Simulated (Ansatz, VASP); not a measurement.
One calculation of TiS2, two programs

Contents of POSCAR:

```
TiS2
1.0
    3.4106015318      0.0000000000      0.0000000000
   -1.7053007659      2.9536675687      0.0000000000
    0.0000000000      0.0000000000      6.0744353407
Ti S
1 2
Direct
    0.0000000000      0.0000000000      0.0000000000
    0.3333333333      0.6666666667      0.2323361297
    0.6666666667      0.3333333333      0.7676638703
```

The input INCAR.step1:

```
  PREC = Accurate
  ENCUT = 400
  EDIFF = 1E-5
  ISMEAR = -1
  SIGMA = 0.02
  LREAL = False
  LASPH = True
  NELM = 120
  ALGO = Normal
  ISIF = 2
  LWAVE = True
  LCHARG = False
  GGA = PE
  NBANDS = 19
  GGA_COMPAT = False
```

File INCAR.step2:

```
  PREC = Accurate
  ENCUT = 400
  EDIFF = 1E-6
  ISMEAR = -1
  SIGMA = 0.02
  LREAL = False
  LASPH = True
  NELM = 120
  ALGO = Normal
  ISIF = 2
  LWAVE = False
  LCHARG = False
  GGA = PE
  LHFCALC = True
  HFSCREEN = 0.2079
  PRECFOCK = Normal
  ISTART = 1
  NBANDS = 19
  GGA_COMPAT = False
```

File KPOINTS:

```
Automatic mesh
0
Gamma
  6 6 4
```

Input for Ansatz:

```yaml
crystal:
  lattice:
    - [3.4106015318, 0.0, 0.0]
    - [-1.7053007659, 2.9536675687, 0.0]
    - [0.0, 0.0, 6.0744353407]
  atoms:
    - { symbol: Ti, position: [0.0, 0.0, 0.0] }
    - { symbol: S, position: [0.3333333333, 0.6666666667, 0.2323361297] }
    - { symbol: S, position: [0.6666666667, 0.3333333333, 0.7676638703] }
kpoints:
  mp_grid: { grid: [6, 6, 4] }
  band_path:
    path:
      - [0.0, 0.0, 0.0]
      - [0.5, 0.0, 0.0]
      - [0.3333333333, 0.3333333333, 0.0]
      - [0.0, 0.0, 0.5]
      - [0.5, 0.0, 0.5]
      - [0.3333333333, 0.3333333333, 0.5]
      - [0.0, 0.5, 0.5]
    npoints: 1
hamiltonian:
  xc: hse06
scf:
  occupations: { method: fermi_dirac, width: 0.02 }
  n_extra_bands: 4
output:
  forces: true
  stress: true
  eigenvalues: true
  write_density: true
  write_potential: true
  elf: true
  volumetric_format: npy
```

Change from the starting cell: uniaxial_z strain +5.8%.

Alike in both runs: task single point; functional HSE06; k mesh 6 × 6 × 4; occupations fermi-dirac, width 0.02 eV; no spin polarisation.

|  | VASP | Ansatz |
| --- | --- | --- |
| version | VASP 6.6.1 | Ansatz 0.2.0 |
| potentials or method | VASP PAW PBE potentials, release 64 (Ti_sv, S) | plane waves, PAW |
| plane-wave cutoff (eV) | 400 | 420 |
| valence electrons in the cell | 24 | 24 |

|  | VASP | Ansatz | Ansatz less VASP |
| --- | --- | --- | --- |
| pressure (GPa) | -1.0 | -0.7 | +0.36 |
| traceless stress, the component that is largest in VASP (GPa) | -0.43 | -0.49 | -0.059 |
| rms of the force components (eV/Å) | 0.112 | 0.114 | +0.0015 |

Atom by atom the forces differ by 0.002 eV/Å (rms over components). Ansatz's warnings: stress exchange threshold loose, stress scf threshold loose.
